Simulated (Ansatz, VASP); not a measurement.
**BeS: VASP beside Ansatz**

```
Be S
1.0
     0.00000    2.43515    2.43515
     2.43515    0.00000    2.43515
     2.43515    2.43515    0.00000
Be S
1 1
Cartesian
  0.0000 0.0000 0.0000
  3.6527 3.6527 3.6527
```

Alike in both runs: task single point; functional PBE; k mesh 8 × 8 × 8; occupations gaussian, width 0.1 eV; no spin polarisation.

|  | VASP | Ansatz |
| --- | --- | --- |
| version | VASP 6.6.1 | Ansatz 0.2.0 |
| potentials or method | VASP PAW PBE potentials, release 64 (Be, S), cutoff 520 eV | scalar-relativistic, plane waves, PAW |
| valence electrons in the cell | 8 | 8 |

Ansatz gave:

| Item | Value |
| --- | --- |
| gap on the k mesh at the Fermi level (eV) | 3.14 |
| least direct gap on the mesh (eV) | 5.66 |
| pressure (GPa) | 0.3 |

Q: Which values does VASP return?

A: gap on the k mesh at the Fermi level (eV): 3.14; least direct gap on the mesh (eV): 5.67; pressure (GPa): 0.3.
